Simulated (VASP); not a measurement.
# Os (P6_3/mmc) in VASP: single point with PBE

Aim: the single point of Os with PBE.

Program: VASP 6.6.1. These are calculated values, not measurements. Logs are shortened: lines on timing, memory, paths and dates and some standing lists are left out, and cuts for length are marked.

## Step 1: The cell of the first run

It takes space group P6_3/mmc (No. 194, hexagonal). Conventional cell: a = 2.740 Å, b = 2.740 Å, c = 4.326 Å, α = 90.00°, β = 90.00°, γ = 120.00°. Within 3.5 Å of Os (site symmetry -6m2) lie 12 Os at 2.68 to 2.74 Å.

## Step 2: Single point, PBE

INCAR

```
SYSTEM = Os
  PREC = Accurate
  ENCUT = 600
  EDIFF = 1E-6
  ISMEAR = 0
  SIGMA = 0.1
  LREAL = .False.
  LASPH = .True.
  NELM = 120
  ALGO = Normal
  ISIF = 2
  LWAVE = .False.
  LCHARG = .False.
  GGA = PE
  NBANDS = 15
  GGA_COMPAT = .False.
```

KPOINTS

```
Automatic mesh
0
Gamma
  9 9 4
  0 0 0
```

POSCAR

```
Os
1.0
    2.7400013676      0.0000000000      0.0000000000
   -1.3700006838      2.3729107908      0.0000000000
    0.0000000000      0.0000000000      4.3264621595
Os
2
Direct
    0.3333333333      0.6666666667      0.7500000000
    0.6666666667      0.3333333333      0.2500000000
```

Potentials or basis: VASP PAW PBE potentials, release 64 (Os).

The run is started by

```bash
> cat potpaw_PBE.64/Os/POTCAR > POTCAR
> mpirun -np 1 vasp_std > vasp.out
```

OUTCAR:

```text
SYSTEM = Os
   PREC = Accurate
   ENCUT = 600
   EDIFF = 1E-6
   ISMEAR = 0
   LREAL = .False.
   LASPH = .True.
   NELM = 120
   ISIF = 2
   GGA = PE

 ion  position               nearest neighbor table
   1  0.333  0.667  0.750-   2 2.68   2 2.68   2 2.68   2 2.68   2 2.68   2 2.68
   2  0.667  0.333  0.250-   1 2.68   1 2.68   1 2.68   1 2.68   1 2.68   1 2.68

  LATTYP: Found a hexagonal cell.
 ALAT       =     2.7400013676
 C/A-ratio  =     1.5790000000

  Lattice vectors:

 A1 = (   2.7400013676,   0.0000000000,   0.0000000000)
 A2 = (  -1.3700006838,   2.3729107908,   0.0000000000)
 A3 = (   0.0000000000,   0.0000000000,   4.3264621595)

Analysis of symmetry for initial positions (statically):
=====================================================================
 Subroutine PRICEL returns:
 Original cell was already a primitive cell.

 Routine SETGRP: Setting up the symmetry group for a
 hexagonal supercell.

 Subroutine GETGRP returns: Found 24 space group operations
 (whereof 12 operations were pure point group operations)
 out of a pool of 24 trial point group operations.

The static configuration has the point symmetry D_3d.
 The point group associated with its full space group is D_6h.

Analysis of symmetry for dynamics (positions and initial velocities):
=====================================================================
 Subroutine PRICEL returns:
 Original cell was already a primitive cell.

 Routine SETGRP: Setting up the symmetry group for a
 hexagonal supercell.

 Subroutine GETGRP returns: Found 24 space group operations
 (whereof 12 operations were pure point group operations)
 out of a pool of 24 trial point group operations.

The dynamic configuration has the point symmetry D_3d.
 The point group associated with its full space group is D_6h.

 Subroutine INISYM returns: Found 24 space group operations
 (whereof 12 operations are pure point group operations),
 and found     1 'primitive' translations

----------------------------------------------------------------------------------------

                                     Primitive cell

  volume of cell :      28.1297

  direct lattice vectors                    reciprocal lattice vectors
     2.740001368  0.000000000  0.000000000     0.364963321  0.210711672  0.000000000
    -1.370000684  2.372910791  0.000000000     0.000000000  0.421423344  0.000000000
     0.000000000  0.000000000  4.326462160     0.000000000  0.000000000  0.231135732

  length of vectors
     2.740001368  2.740001368  4.326462160     0.421423344  0.421423344  0.231135732

  position of ions in fractional coordinates (direct lattice)
     0.333333333  0.666666667  0.750000000
     0.666666667  0.333333333  0.250000000

  ion indices of the primitive-cell ions
   primitive index   ion index
                 1           1
                 2           2

----------------------------------------------------------------------------------------

 KPOINTS: Automatic mesh

Automatic generation of k-mesh.
 Grid dimensions read from file:
 generate k-points for:    9    9    4

 Generating k-lattice:

  Cartesian coordinates                     Fractional coordinates (reciprocal lattice)
     0.040551480  0.023412408  0.000000000     0.111111111 -0.000000000  0.000000000
     0.000000000  0.046824816  0.000000000     0.000000000  0.111111111  0.000000000
     0.000000000  0.000000000  0.057783933     0.000000000  0.000000000  0.250000000

  Length of vectors
     0.046824816  0.046824816  0.057783933

  Shift w.r.t. Gamma in fractional coordinates (k-lattice)
     0.000000000  0.000000000  0.000000000

 Subroutine IBZKPT returns following result:
 ===========================================

 Found     36 irreducible k-points:

 Following reciprocal coordinates:
            Coordinates               Weight
  0.000000  0.000000  0.000000      1.000000
  0.111111  0.000000  0.000000      6.000000
  0.222222  0.000000  0.000000      6.000000
  0.333333 -0.000000  0.000000      6.000000
  0.444444  0.000000  0.000000      6.000000
  0.111111  0.111111  0.000000      6.000000
[... 16 lines left out ...]
  0.333333  0.222222  0.250000     24.000000
  0.333333  0.333333  0.250000      4.000000
 [... further k-points ...]
   k-points           NKPTS =     36   k-points in BZ     NKDIM =     36   number of bands    NBANDS=     15
   number of dos      NEDOS =    301   number of ions     NIONS =      2
   total plane-waves  NPLWV =  20736
   dimension x,y,z NGX =    24 NGY =   24 NGZ =   36
   dimension x,y,z NGXF=    48 NGYF=   48 NGZF=   72
   ions per type =               2
   NGX,Y,Z   is equivalent  to a cutoff of  14.56, 14.56, 13.83 a.u.
   NGXF,Y,Z  is equivalent  to a cutoff of  29.12, 29.12, 27.67 a.u.
 SYSTEM =  Os
   PREC   = accura    normal or accurate (medium, high low for compatibility)
   ISTART =      0    job   : 0-new  1-cont  2-samecut
   ICHARG =      2    charge: 1-file 2-atom 10-const
   ISPIN  =      1    spin polarized calculation?
   LNONCOLLINEAR =      F non collinear calculations
   LSORBIT =      F    spin-orbit coupling
   LASPH  =      T    aspherical Exc in radial PAW
   ENCUT  =  600.0 eV  44.10 Ry    6.64 a.u.   5.47  5.47  8.64*2*pi/ulx,y,z
   NELM   =    120;   NELMIN=  2; NELMDL= -5     # of ELM steps
   EDIFF  = 0.1E-05   stopping-criterion for ELM
   LREAL  =      F    real-space projection
   EDIFFG = 0.1E-04   stopping-criterion for IOM
   NSW    =      0    number of steps for IOM
   IBRION =     -1    ionic relax: 0-MD 1-quasi-New 2-CG
   NFREE  =      0    steps in history (QN), initial steepest desc. (CG)
   ISIF   =      2    stress and relaxation
   ISYM   =      2    0-nonsym 1-usesym 2-fastsym
   POTIM  = 0.5000    time-step for ionic-motion
   TEBEG  =    0.0;   TEEND  =   0.0 temperature during run
   PSTRESS=    0.0 pullay stress
   NELECT =      16.0000    total number of electrons
   NUPDOWN=      -1.0000    fix difference up-down
   EMIN   =  10.00;   EMAX   =-10.00  energy-range for DOS
   EFERMI =   0.00;   METHOD = LEGACY
   ISMEAR =     0;   SIGMA  =   0.10  broadening in eV -4-tet -1-fermi 0-gaus
   EFERMI_NEDOS =   21; number of points for ismear=-14 and -15
   IALGO  =     38    algorithm
   IMIX   =      4    mixing-type and parameters
     AMIX     =   0.40;   BMIX     =  1.00
     AMIX_MAG =   1.60;   BMIX_MAG =  1.00
  volume/ion in A,a.u.               =      14.06        94.91
  Fermi-wavevector in a.u.,A,eV,Ry     =   1.356417  2.563256 25.032900  1.839866
  Thomas-Fermi vector in A             =   2.483422
   LORBIT       =      0    0 simple, 1 ext, 2 COOP (PROOUT), +10 PAW based schemes
   GGA     = PE    functional components
   LHFCALC =     F    Hartree Fock is set to
   AEXX    =    0.0000 exact exchange contribution
   IVDW    =     0    specifies the selected vdW correction
   LEPSILON=     F    determine dielectric tensor
   LRPA    =     F    only Hartree local field effects (RPA)
 non-spin polarized calculation
 Gauss-broadening in eV      SIGMA  =   0.10
  energy-cutoff  :      600.00
  volume of cell :       28.13
 maximum number of plane-waves:       965
 NGX is ok and might be reduce to    24
   NGX = 11   NGY = 11   NGZ = 17

 number of electron      16.0000001 magnetization

 Free energy of the ion-electron system (eV)
  ---------------------------------------------------
  ext. energy  EPLUGINS =         0.00000000
  ---------------------------------------------------
  free energy    TOTEN  =       -22.51280312 eV

  energy without entropy =      -22.51051157  energy(sigma->0) =      -22.51165734

 E-fermi :   9.5263     XC(G=0): -14.0297

 val. band max:        9.5252504202   @ k =   0.3333  -0.0000   0.2500
 cond. band min:       9.7346771095   @ k =   0.3333   0.1111   0.2500
 fundamental gap:      0.2094266893
 Fermi energy:         9.5262640187

 k-point     1 :       0.0000    0.0000    0.0000
  band No.  band energies     occupation
      1      -1.5071      2.00000
      2       1.6422      2.00000
      3       6.3436      2.00000
      4       6.3436      2.00000
      5       6.6068      2.00000
      6       7.1784      2.00000
      7       7.1784      2.00000
      8       7.8202      2.00000
      9       7.8202      2.00000
     10       9.4187      1.87170
     11      11.0470      0.00000
     12      11.0470      0.00000
     13      18.3971      0.00000
     14      23.4227      0.00000
     15      26.1465      0.00000

 k-point     2 :       0.1111    0.0000    0.0000
  band No.  band energies     occupation
      1      -1.0186      2.00000
      2       2.0648      2.00000
      3       5.6421      2.00000
      4       6.7771      2.00000
      5       6.8722      2.00000
      6       7.0741      2.00000
      7       7.2467      2.00000
      8       7.4934      2.00000
      9       7.5821      2.00000
     10       8.1700      2.00000
     11      11.2683      0.00000
     12      13.1835      0.00000
     13      18.3416      0.00000
     14      24.3827      0.00000
     15      26.7379      0.00000

 k-point     3 :       0.2222    0.0000    0.0000
  band No.  band energies     occupation
      1       0.2658      2.00000
      2       2.8514      2.00000
      3       5.0261      2.00000
      4       5.2458      2.00000
      5       6.4003      2.00000
      6       6.8300      2.00000
      7       7.5631      2.00000
      8       8.0051      2.00000
      9       8.2896      2.00000
     10       8.7110      2.00000
     11      11.6563      0.00000
     12      16.1296      0.00000
     13      18.0478      0.00000
     14      24.3218      0.00000
     15      26.0794      0.00000

 k-point     4 :       0.3333   -0.0000    0.0000
  band No.  band energies     occupation
      1       1.6674      2.00000
      2       2.7202      2.00000
      3       3.8181      2.00000
      4       5.4344      2.00000
      5       6.2302      2.00000
      6       6.7325      2.00000
      7       7.1156      2.00000
      8       9.7407      0.00242
      9      10.0218      0.00000
     10      10.2810      0.00000
     11      11.9321      0.00000
     12      17.7570      0.00000
     13      18.9427      0.00000
     14      20.3403      0.00000
     15      23.7687      0.00000
[... 307 lines left out ...]
 k-point    22 :       0.2222    0.2222    0.2500
  band No.  band energies     occupation
      1       2.7091      2.00000
      2       3.2339      2.00000
      3       4.2283      2.00000
      4       4.6350      2.00000
      5       6.1025      2.00000
      6       6.2595      2.00000
      7       6.8547      2.00000
      8       9.2337      1.99996
      9      10.3585      0.00000
     10      11.5698      0.00000
     11      12.6695      0.00000
     12      15.8827      0.00000
     13      19.1805      0.00000
     14      21.1677      0.00000
     15      23.7129      0.00000

 k-point    23 :       0.3333    0.2222    0.2500
  band No.  band energies     occupation
      1       2.7551      2.00000
      2       3.7609      2.00000
      3       3.9624      2.00000
      4       4.5854      2.00000
      5       5.7128      2.00000
      6       6.6389      2.00000
      7       7.7170      2.00000
      8       9.7838      0.00027
      9      10.5668      0.00000
     10      11.8335      0.00000
     11      14.4252      0.00000
     12      16.0633      0.00000
     13      18.7685      0.00000
     14      19.3709      0.00000
     15      22.1088      0.00000

 k-point    24 :       0.3333    0.3333    0.2500
  band No.  band energies     occupation
      1       3.4108      2.00000
      2       3.7940      2.00000
      3       3.7940      2.00000
      4       4.8222      2.00000
      5       5.9463      2.00000
      6       5.9463      2.00000
      7       7.8874      2.00000
      8       9.7492      0.00162
      9      10.9856      0.00000
     10      10.9856      0.00000
     11      15.6085      0.00000
     12      15.6085      0.00000
     13      18.2291      0.00000
     14      21.4781      0.00000
     15      21.4781      0.00000

 [... further k-points ...]

------------------------ aborting loop because EDIFF is reached ----------------------------------------

  FORCE on cell =-STRESS in cart. coord.  units (eV):
  Direction    XX          YY          ZZ          XY          YZ          ZX
  --------------------------------------------------------------------------------------
  -------------------------------------------------------------------------------------
  Total        1.0860089      1.0860089      1.0718507      0.0000000      0.0000000     -0.0000000
  in kB       61.8555768     61.8555769     61.0491721      0.0000000      0.0000000     -0.0000000
  external PRESSURE =      61.5867753 kB  Pullay stress =       0.0000000 kB

 VOLUME and BASIS-vectors are now :
 -----------------------------------------------------------------------------
  energy-cutoff  :      600.00
  volume of cell :       28.13
      direct lattice vectors                 reciprocal lattice vectors
     2.740001368  0.000000000  0.000000000     0.364963321  0.210711672  0.000000000
    -1.370000684  2.372910791  0.000000000     0.000000000  0.421423344  0.000000000
     0.000000000  0.000000000  4.326462160     0.000000000  0.000000000  0.231135732

 POSITION                                       TOTAL-FORCE (eV/Angst)
 -----------------------------------------------------------------------------------
     -0.00000      1.58194      3.24485        -0.000000      0.000000      0.000000
      1.37000      0.79097      1.08162         0.000000     -0.000000      0.000000
 -----------------------------------------------------------------------------------
    total drift:                               -0.000000      0.000000     -0.000000

  FREE ENERGIE OF THE ION-ELECTRON SYSTEM (eV)
  ---------------------------------------------------
  free  energy   TOTEN  =       -22.5128031166 eV

  energy  without entropy=      -22.5105115698  energy(sigma->0) =      -22.51165734
```

It took 14 s on 1 thread of Intel Xeon 8259CL, shared host; peak memory 0.16 GiB.

What came out:

```
Free energy            : -22.5128 eV
Pressure               : 6.2 GPa
Band gap on the k mesh : zero (bands 8 and 9 overlap by 3.80 eV)
```

Caveat: the k points lie up to 0.36 Å⁻¹ apart, too coarse for converged energies and pressures of a metal; spin-orbit coupling is left out, which moves the levels of the heavy elements.

The gap in the log of VASP goes by the Fermi energy; the results here count the filled bands.